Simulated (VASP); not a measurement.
Wanted: the native input for a VASP 6.6.1 run.

- Task: single point
- Functional: PBE
- Potentials or basis: VASP PAW PBE potentials, release 64 (Be)
- Cutoff: 520 eV
- k mesh: 8 × 8 × 10
- Occupations: gaussian, width 0.1 eV
- Spin: no spin polarisation
- Dipole correction: no
- Further INCAR settings: ALGO = Fast; EDIFF = 1e-06; NBANDS = 24

The structure of Be lies in POSCAR:

```
Be
1.0
    5.3088362425      0.0000000000      0.0000000000
    0.0000000000      5.3088362425      0.0000000000
    0.0000000000      0.0000000000      4.2335054698
Be
12
Direct
    0.8355046694      0.8355046694      0.6250000000
    0.1644953306      0.1644953306      0.1250000000
    0.1644953306      0.8355046694      0.3750000000
    0.8355046694      0.1644953306      0.8750000000
    0.2353402322      0.5267527811      0.0020834948
    0.7646597678      0.4732472189      0.5020834948
    0.4732472189      0.2353402322      0.7520834948
    0.5267527811      0.7646597678      0.2520834948
    0.7646597678      0.5267527811      0.9979165052
    0.2353402322      0.4732472189      0.4979165052
    0.5267527811      0.2353402322      0.2479165052
    0.4732472189      0.7646597678      0.7479165052
```

The cell was built from a structure type or drawn by symmetry, and may not be a known phase.

The input as run:

INCAR

```
SYSTEM = Be
ALGO = Fast ; EDIFF = 1E-6
ENCUT = 520 ; GGA = PE
ISIF = 2 ; ISMEAR = 0
LASPH = .True. ; LCHARG = .False.
LREAL = .False. ; LWAVE = .False.
NBANDS = 24 ; NELM = 100
PREC = Accurate ; SIGMA = 0.1
```

KPOINTS

```
k-points
0
Gamma
  8 8 10
  0 0 0
```

Potentials or basis: VASP PAW PBE potentials, release 64 (Be).

The run is started by

```console
$ cat potpaw_PBE.64/Be/POTCAR > POTCAR
$ mpirun -np 1 vasp_std > vasp.out
```

Results of the run:

| Item | Value |
| --- | --- |
| Pressure | 0.1 GPa |
| Largest force | 0.010 eV/Å |
| Band gap on the k mesh | zero (bands 12 and 13 overlap by 1.30 eV) |

It took 3.5 min on 1 thread of AMD EPYC 9R45 (Zen 5), on a shared host, peak memory 0.28 GiB.
